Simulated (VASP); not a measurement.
Input of a VASP 6.6.1 run:

INCAR

```
ALGO = Normal
EDIFF = 1E-6
ENCUT = 520
GGA = PS
ISIF = 2
ISMEAR = 0
LASPH = T
LCHARG = F
LREAL = F
LWAVE = F
NBANDS = 16
NELM = 100
PREC = Accurate
SIGMA = 0.01
```

File KPOINTS:

```
k-points
0
Gamma
  6 6 6
```

Contents of POSCAR:

```
MgO
1.0
    3.3660628807      0.0000000000      0.0000000000
   -1.6830314404      2.9150924440      0.0000000000
    0.0000000000      0.0000000000      4.0338532685
Mg O
2 2
Direct
    0.6666666667      0.3333333333      0.7500000000
    0.3333333333      0.6666666667      0.2500000000
    0.6666666667      0.3333333333      0.2500000000
    0.3333333333      0.6666666667      0.7500000000
```

Potentials or basis: VASP PAW PBE potentials, release 64 (Mg, O).

Launch:

```sh
$ cat potpaw_PBE.64/Mg/POTCAR potpaw_PBE.64/O/POTCAR > POTCAR
$ mpirun -np 1 vasp_std > vasp.out
```

What does it give for the band gap on the k mesh?

3.85 eV, direct.

Estimate the pressure.

18.6 GPa.

Stress tensor (GPa, compression positive):
```
17.99  0.00  0.00
 0.00 17.99  0.00
 0.00  0.00 19.72
```

Caveat: the PAW data sets were made with another functional, which shifts forces and pressure a little.
